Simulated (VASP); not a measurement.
The system is AlGa3P4.

```
CELL_PARAMETERS angstrom
5.32978 0.00000 0.00000
0.00000 5.32978 0.00000
0.00000 0.00000 5.32978
ATOMIC_POSITIONS crystal
Al 0.00000 0.00000 0.00000
Ga 0.50000 0.00000 0.50000
Ga 0.50000 0.50000 0.00000
Ga 0.00000 0.50000 0.50000
P 0.75000 0.25000 0.25000
P 0.75000 0.75000 0.75000
P 0.25000 0.25000 0.75000
P 0.25000 0.75000 0.25000
```

* Program: VASP 6.6.1
* Task: relaxation of cell and atoms
* Functional: PBE
* Potentials or basis: VASP PAW PBE potentials, release 64 (Al, Ga_d, P)
* Cutoff: 600 eV
* k mesh: 4 × 4 × 4
* Occupations: gaussian, width 0.1 eV
* Spin: no spin polarisation

At the start: pressure 9.4 GPa; volume 18.93 Å³/atom.

Problem. Where does the relaxation end?

Solution. Over 5 steps the energy falls by 52.5 meV/atom and the volume is 20.83 Å³/atom (+10.1 %); space group P-43m (No. 215, to 0.1 Å) before and after.

Step by step:
```
step  energy change (eV)  largest force (eV/Å)  pressure (GPa)  volume (Å³)
   1              0.0000                0.0494            9.45       151.40
   2             -0.2821                0.0600           -4.08       177.19
   3             -0.4198                0.0523           -0.02       166.95
   4             -0.4197                0.0521            0.13       166.63
   5             -0.4200                0.0189            0.14       166.64
```

Final structure:
```xyz
8
Lattice="5.5029 0.0000 0.0000 0.0000 5.5029 0.0000 0.0000 0.0000 5.5029" Properties=species:S:1:pos:R:3 pbc="T T T"
Al    5.5029    0.0000    5.5029
Ga    2.7515    0.0000    2.7515
Ga    2.7515    2.7515    5.5029
Ga    5.5029    2.7515    2.7515
P     4.1294    1.3735    1.3735
P     4.1294    4.1294    4.1294
P     1.3735    1.3735    4.1294
P     1.3735    4.1294    1.3735
```
